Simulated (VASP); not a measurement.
# MoS2 (P-3m1) in VASP: further runs

MoS2 is run at these levels: PBEsol; tasks: single point.

Everything below comes from runs of VASP 6.6.1. Logs are shortened: lines on timing, memory, paths and dates and some standing lists are left out, and cuts for length are marked.

## Step 1: The cell of the first run

Symmetry: P-3m1, No. 164, trigonal system. Conventional cell: a = 3.270 Å, b = 3.270 Å, c = 6.396 Å, α = 90.00°, β = 90.00°, γ = 120.00°. Within 3.2 Å of Mo (site symmetry -3m) lie 6 S at 2.45 Å. S (site symmetry 3m) has 3 Mo at 2.45 Å within 3.2 Å.

## Step 2: Single point, PBEsol

INCAR reads:

```
ALGO = Normal ; EDIFF = 1E-6
ENCUT = 520 ; GGA = PS
ISIF = 2 ; ISMEAR = 0
LASPH = T ; LCHARG = F
LREAL = F ; LWAVE = F
NBANDS = 20 ; NELM = 100
PREC = Accurate ; SIGMA = 0.1
```

KPOINTS reads:

```
k-points
0
Gamma
  8 8 4
```

POSCAR reads:

```
MoS2
1.0
    3.2699360695      0.0000000000      0.0000000000
   -1.6349680347      2.8318477061      0.0000000000
    0.0000000000      0.0000000000      6.3955418068
Mo S
1 2
Direct
    0.0000000000      0.0000000000      0.5000000000
    0.3333333333      0.6666666667      0.2553193200
    0.6666666667      0.3333333333      0.7446806800
```

Potentials or basis: VASP PAW PBE potentials, release 64 (Mo_sv, S).

Started as:

```sh
> cat potpaw_PBE.64/Mo_sv/POTCAR potpaw_PBE.64/S/POTCAR > POTCAR
> mpirun -np 1 vasp_std > vasp.out
```

OUTCAR:

```text
EDIFF = 1E-6
   ENCUT = 520
   GGA = PS
   ISIF = 2
   ISMEAR = 0
   LASPH = T
   LREAL = F
   NELM = 100
   PREC = Accurate

 ion  position               nearest neighbor table
   1  0.000  0.000  0.500-   2 2.45   3 2.45   3 2.45   2 2.45   3 2.45   2 2.45
   2  0.333  0.667  0.255-   1 2.45   1 2.45   1 2.45
   3  0.667  0.333  0.745-   1 2.45   1 2.45   1 2.45

  LATTYP: Found a hexagonal cell.
 ALAT       =     3.2699360695
 C/A-ratio  =     1.9558614208

  Lattice vectors:

 A1 = (   3.2699360695,   0.0000000000,   0.0000000000)
 A2 = (  -1.6349680347,   2.8318477061,   0.0000000000)
 A3 = (   0.0000000000,   0.0000000000,   6.3955418068)

Analysis of symmetry for initial positions (statically):
=====================================================================
 Subroutine PRICEL returns:
 Original cell was already a primitive cell.

 Routine SETGRP: Setting up the symmetry group for a
 hexagonal supercell.

 Subroutine GETGRP returns: Found 12 space group operations
 (whereof 12 operations were pure point group operations)
 out of a pool of 24 trial point group operations.

The static configuration has the point symmetry D_3d.

Analysis of symmetry for dynamics (positions and initial velocities):
=====================================================================
 Subroutine PRICEL returns:
 Original cell was already a primitive cell.

 Routine SETGRP: Setting up the symmetry group for a
 hexagonal supercell.

 Subroutine GETGRP returns: Found 12 space group operations
 (whereof 12 operations were pure point group operations)
 out of a pool of 24 trial point group operations.

The dynamic configuration has the point symmetry D_3d.

 Subroutine INISYM returns: Found 12 space group operations
 (whereof 12 operations are pure point group operations),
 and found     1 'primitive' translations

----------------------------------------------------------------------------------------

                                     Primitive cell

  volume of cell :      59.2225

  direct lattice vectors                    reciprocal lattice vectors
     3.269936069  0.000000000  0.000000000     0.305816376  0.176563167  0.000000000
    -1.634968035  2.831847706  0.000000000     0.000000000  0.353126334  0.000000000
     0.000000000  0.000000000  6.395541807     0.000000000  0.000000000  0.156358918

  length of vectors
     3.269936069  3.269936070  6.395541807     0.353126334  0.353126334  0.156358918

  position of ions in fractional coordinates (direct lattice)
     0.000000000  0.000000000  0.500000000
     0.333333333  0.666666667  0.255319320
     0.666666667  0.333333333  0.744680680

  ion indices of the primitive-cell ions
   primitive index   ion index
                 1           1
                 2           2
                 3           3

----------------------------------------------------------------------------------------

 KPOINTS: k-points

Automatic generation of k-mesh.
 Grid dimensions read from file:
 generate k-points for:    8    8    4

 Generating k-lattice:

  Cartesian coordinates                     Fractional coordinates (reciprocal lattice)
     0.038227047  0.022070396  0.000000000     0.125000000  0.000000000  0.000000000
     0.000000000  0.044140792  0.000000000     0.000000000  0.125000000  0.000000000
     0.000000000  0.000000000  0.039089730     0.000000000  0.000000000  0.250000000

  Length of vectors
     0.044140792  0.044140792  0.039089730

  Shift w.r.t. Gamma in fractional coordinates (k-lattice)
     0.000000000  0.000000000  0.000000000

 Subroutine IBZKPT returns following result:
 ===========================================

 Found     35 irreducible k-points:

 Following reciprocal coordinates:
            Coordinates               Weight
  0.000000  0.000000  0.000000      1.000000
  0.125000  0.000000  0.000000      6.000000
  0.250000  0.000000  0.000000      6.000000
  0.375000 -0.000000  0.000000      6.000000
  0.500000  0.000000  0.000000      3.000000
  0.125000  0.125000  0.000000      6.000000
[... 16 lines left out ...]
 -0.125000  0.500000  0.250000     12.000000
  0.250000  0.250000  0.250000     12.000000
 [... further k-points ...]
   k-points           NKPTS =     35   k-points in BZ     NKDIM =     35   number of bands    NBANDS=     20
   number of dos      NEDOS =    301   number of ions     NIONS =      3
   total plane-waves  NPLWV =  27648
   dimension x,y,z NGX =    24 NGY =   24 NGZ =   48
   dimension x,y,z NGXF=    48 NGYF=   48 NGZF=   96
   ions per type =               1   2
   NGX,Y,Z   is equivalent  to a cutoff of  12.20, 12.20, 12.48 a.u.
   NGXF,Y,Z  is equivalent  to a cutoff of  24.40, 24.40, 24.95 a.u.
 SYSTEM =  unknown system
   PREC   = accura    normal or accurate (medium, high low for compatibility)
   ISTART =      0    job   : 0-new  1-cont  2-samecut
   ICHARG =      2    charge: 1-file 2-atom 10-const
   ISPIN  =      1    spin polarized calculation?
   LNONCOLLINEAR =      F non collinear calculations
   LSORBIT =      F    spin-orbit coupling
   LASPH  =      T    aspherical Exc in radial PAW
   ENCUT  =  520.0 eV  38.22 Ry    6.18 a.u.   6.08  6.08 11.89*2*pi/ulx,y,z
   NELM   =    100;   NELMIN=  2; NELMDL= -5     # of ELM steps
   EDIFF  = 0.1E-05   stopping-criterion for ELM
   LREAL  =      F    real-space projection
   EDIFFG = 0.1E-04   stopping-criterion for IOM
   NSW    =      0    number of steps for IOM
   IBRION =     -1    ionic relax: 0-MD 1-quasi-New 2-CG
   NFREE  =      0    steps in history (QN), initial steepest desc. (CG)
   ISIF   =      2    stress and relaxation
   ISYM   =      2    0-nonsym 1-usesym 2-fastsym
   POTIM  = 0.5000    time-step for ionic-motion
   TEBEG  =    0.0;   TEEND  =   0.0 temperature during run
   PSTRESS=    0.0 pullay stress
   NELECT =      26.0000    total number of electrons
   NUPDOWN=      -1.0000    fix difference up-down
   EMIN   =  10.00;   EMAX   =-10.00  energy-range for DOS
   EFERMI =   0.00;   METHOD = LEGACY
   ISMEAR =     0;   SIGMA  =   0.10  broadening in eV -4-tet -1-fermi 0-gaus
   EFERMI_NEDOS =   21; number of points for ismear=-14 and -15
   IALGO  =     38    algorithm
   IMIX   =      4    mixing-type and parameters
     AMIX     =   0.40;   BMIX     =  1.00
     AMIX_MAG =   1.60;   BMIX_MAG =  1.00
  volume/ion in A,a.u.               =      19.74       133.22
  Fermi-wavevector in a.u.,A,eV,Ry     =   1.244239  2.351271 21.063594  1.548130
  Thomas-Fermi vector in A             =   2.378514
   LORBIT       =      0    0 simple, 1 ext, 2 COOP (PROOUT), +10 PAW based schemes
   GGA     = PS    functional components
   LHFCALC =     F    Hartree Fock is set to
   AEXX    =    0.0000 exact exchange contribution
   IVDW    =     0    specifies the selected vdW correction
   LEPSILON=     F    determine dielectric tensor
   LRPA    =     F    only Hartree local field effects (RPA)
 non-spin polarized calculation
 Gauss-broadening in eV      SIGMA  =   0.10
  energy-cutoff  :      520.00
  volume of cell :       59.22
 maximum number of plane-waves:      1613
   NGX = 13   NGY = 13   NGZ = 23

 number of electron      26.0000002 magnetization

 Free energy of the ion-electron system (eV)
  ---------------------------------------------------
  ext. energy  EPLUGINS =         0.00000000
  ---------------------------------------------------
  free energy    TOTEN  =       -22.48290592 eV

  energy without entropy =      -22.47453087  energy(sigma->0) =      -22.47871839

 E-fermi :   6.3594     XC(G=0): -10.4355

 val. band max:        6.3589268525   @ k =   0.2500   0.2500   0.5000
 cond. band min:       6.3649785313   @ k =   0.1250   0.0000   0.0000
 fundamental gap:      0.0060516789
 Fermi energy:         6.3594444136

 k-point     1 :       0.0000    0.0000    0.0000
  band No.  band energies     occupation
      1     -55.3509      2.00000
      2     -29.3866      2.00000
      3     -29.3866      2.00000
      4     -29.3777      2.00000
      5      -8.2176      2.00000
      6      -6.8696      2.00000
[... 12 lines left out ...]
     19      12.3114      0.00000
     20      15.8812      0.00000

 k-point     2 :       0.1250    0.0000    0.0000
  band No.  band energies     occupation
      1     -55.3471      2.00000
      2     -29.4284      2.00000
      3     -29.3963      2.00000
      4     -29.3696      2.00000
      5      -7.9982      2.00000
      6      -6.8182      2.00000
[... 12 lines left out ...]
     19      13.3342      0.00000
     20      15.3389      0.00000

 k-point     3 :       0.2500    0.0000    0.0000
  band No.  band energies     occupation
      1     -55.3378      2.00000
      2     -29.5282      2.00000
      3     -29.4195      2.00000
      4     -29.3501      2.00000
      5      -7.4196      2.00000
      6      -6.6798      2.00000
[... 12 lines left out ...]
     19      13.7698      0.00000
     20      14.4781      0.00000

 k-point     4 :       0.3750   -0.0000    0.0000
  band No.  band energies     occupation
      1     -55.3286      2.00000
      2     -29.6263      2.00000
      3     -29.4426      2.00000
      4     -29.3305      2.00000
      5      -6.8330      2.00000
      6      -6.4064      2.00000
[... 12 lines left out ...]
     19      13.0131      0.00000
     20      14.1170      0.00000

 k-point     5 :       0.5000    0.0000    0.0000
  band No.  band energies     occupation
      1     -55.3247      2.00000
      2     -29.6665      2.00000
      3     -29.4522      2.00000
      4     -29.3224      2.00000
      5      -6.6895      2.00000
      6      -6.1185      2.00000
[... 12 lines left out ...]
     19      12.9476      0.00000
     20      14.5816      0.00000
[... 353 lines left out ...]
      6      -6.6558      2.00000
[... 12 lines left out ...]
     19      13.9907      0.00000
     20      14.7272      0.00000

 k-point    22 :       0.3750    0.1250    0.2500
  band No.  band energies     occupation
      1     -55.3247      2.00000
      2     -29.6444      2.00000
      3     -29.4750      2.00000
      4     -29.3224      2.00000
      5      -6.6626      2.00000
      6      -6.1543      2.00000
[... 12 lines left out ...]
     19      13.1599      0.00000
     20      14.5006      0.00000

 k-point    23 :      -0.1250    0.5000    0.2500
  band No.  band energies     occupation
      1     -55.3247      2.00000
      2     -29.6444      2.00000
      3     -29.4750      2.00000
      4     -29.3224      2.00000
      5      -6.6155      2.00000
      6      -6.2147      2.00000
[... 12 lines left out ...]
     19      13.1873      0.00000
     20      14.5111      0.00000

 k-point    24 :       0.2500    0.2500    0.2500
  band No.  band energies     occupation
      1     -55.3248      2.00000
      2     -29.6136      2.00000
      3     -29.5066      2.00000
      4     -29.3225      2.00000
      5      -6.4825      2.00000
      6      -6.3663      2.00000
[... 12 lines left out ...]
     19      13.4601      0.00000
     20      14.9326      0.00000

 [... further k-points ...]

------------------------ aborting loop because EDIFF is reached ----------------------------------------

  FORCE on cell =-STRESS in cart. coord.  units (eV):
  Direction    XX          YY          ZZ          XY          YZ          ZX
  --------------------------------------------------------------------------------------
  -------------------------------------------------------------------------------------
  Total       -3.2462689     -3.2462689     -2.2795420     -0.0000000      0.0000000      0.0000000
  in kB      -87.8230609    -87.8230610    -61.6696786     -0.0000000      0.0000000      0.0000000
  external PRESSURE =     -79.1052668 kB  Pullay stress =       0.0000000 kB

 VOLUME and BASIS-vectors are now :
 -----------------------------------------------------------------------------
  energy-cutoff  :      520.00
  volume of cell :       59.22
      direct lattice vectors                 reciprocal lattice vectors
     3.269936069  0.000000000  0.000000000     0.305816376  0.176563167  0.000000000
    -1.634968035  2.831847706  0.000000000     0.000000000  0.353126334  0.000000000
     0.000000000  0.000000000  6.395541807     0.000000000  0.000000000  0.156358918

 POSITION                                       TOTAL-FORCE (eV/Angst)
 -----------------------------------------------------------------------------------
      0.00000      0.00000      3.19777         0.000000      0.000000     -0.000000
     -0.00000      1.88790      1.63291         0.000000      0.000000      0.572482
      1.63497      0.94395      4.76264        -0.000000     -0.000000     -0.572482
 -----------------------------------------------------------------------------------
    total drift:                                0.000000     -0.000000      0.000000

  FREE ENERGIE OF THE ION-ELECTRON SYSTEM (eV)
  ---------------------------------------------------
  free  energy   TOTEN  =       -22.4829059158 eV

  energy  without entropy=      -22.4745308726  energy(sigma->0) =      -22.47871839
```

Wall time 56 s (1 thread of Intel Xeon 8259CL, shared host); peak memory 0.19 GiB.

Results:

```
Free energy            : -22.4829 eV
Pressure               : -7.9 GPa
Largest force          : 0.572 eV/Å
Band gap on the k mesh : zero (band 13 reaches 6.52 eV, above the bottom of band 14 at 5.96 eV)
```

Forces in eV/Å, atoms in the order of the input:
```
Mo   0.000  0.000  0.000
S    0.000  0.000  0.572
S    0.000  0.000 -0.572
```

Stress tensor (GPa, compression positive):
```
-8.78  0.00  0.00
 0.00 -8.78  0.00
 0.00  0.00 -6.17
```

Caveat: the PAW data sets were made with another functional, which shifts forces and pressure a little; this functional lacks dispersion, which binds the layers, so the pressure and a relaxed spacing across them are unreliable.

(Part 1 of 2 ends here.)
